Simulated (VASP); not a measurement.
Wanted: the native input for a VASP 6.6.1 run.

- Task: single point
- Functional: r2SCAN
- Potentials or basis: VASP PAW PBE potentials, release 64 (Al, O)
- Cutoff: 520 eV
- k mesh: 12 × 12 × 4
- Occupations: gaussian, width 0.05 eV
- Spin: no spin polarisation
- Dipole correction: no
- Further INCAR settings: ALGO = Normal; EDIFF = 1e-06; NBANDS = 20

Crystal: Al2O3.

```xyz
5
Lattice="2.9997 0.0000 0.0000 -1.4998 2.5978 0.0000 0.0000 0.0000 10.0837" Properties=species:S:1:pos:R:3 pbc="T T T"
Al    0.0000    0.0000    1.5125
Al    0.0000    0.0000    8.5712
O     0.0000    1.7319    2.2418
O     1.4998    0.8659    0.0000
O     0.0000    1.7319    7.8419
```

This cell differs from its parent crystal: strain +0.040 along x and y, +0.080 along z.

The input as run:

POSCAR

```
Al2O3
1.0
    2.9996979462      0.0000000000      0.0000000000
   -1.4998489731      2.5978146251      0.0000000000
    0.0000000000      0.0000000000     10.0836948168
Al O
2 3
Direct
    0.0000000000      0.0000000000      0.1499923300
    0.0000000000      0.0000000000      0.8500076700
    0.3333333333      0.6666666667      0.2223169200
    0.6666666667      0.3333333333      0.0000000000
    0.3333333333      0.6666666667      0.7776830800
```

INCAR.step1

```
  PREC = Accurate
  ENCUT = 520
  ISMEAR = 0
  SIGMA = 0.05
  LREAL = False
  LASPH = True
  NELM = 100
  NBANDS = 20
  GGA = PE
  ALGO = Normal
  EDIFF = 1E-4
  LWAVE = True
  LCHARG = False
```

INCAR.step2

```
  PREC = Accurate
  ENCUT = 520
  EDIFF = 1E-6
  ISMEAR = 0
  SIGMA = 0.05
  LREAL = False
  LASPH = True
  NELM = 100
  ALGO = Normal
  ISIF = 2
  LWAVE = False
  LCHARG = False
  METAGGA = R2SCAN
  LMIXTAU = True
  NBANDS = 20
  ISTART = 1
```

KPOINTS

```
regular mesh
0
Gamma
  12 12 4
```

Potentials or basis: VASP PAW PBE potentials, release 64 (Al, O).

Run with:

```console
$ cat potpaw_PBE.64/Al/POTCAR potpaw_PBE.64/O/POTCAR > POTCAR
$ cp INCAR.step1 INCAR
$ mpirun -np 1 vasp_std > vasp.out
$ cp INCAR.step2 INCAR
$ mpirun -np 1 vasp_std > vasp.out
```

Results of the run:

```yaml
Pressure: -19.1 GPa
Largest_force: 2.035 eV/Å
Band_gap_on_the_k_mesh: 4.55 eV, indirect (least direct gap 4.63 eV)
```

Caveat: the cell differs from its parent crystal (strain +0.040 along x and y, +0.080 along z); the PAW data sets were made with another functional, which shifts forces and pressure a little.

Run time: 4.3 min on 1 thread of AMD EPYC 9R45 96-Core Processor (Zen 5), with other jobs on the host, peak memory 0.22 GiB.
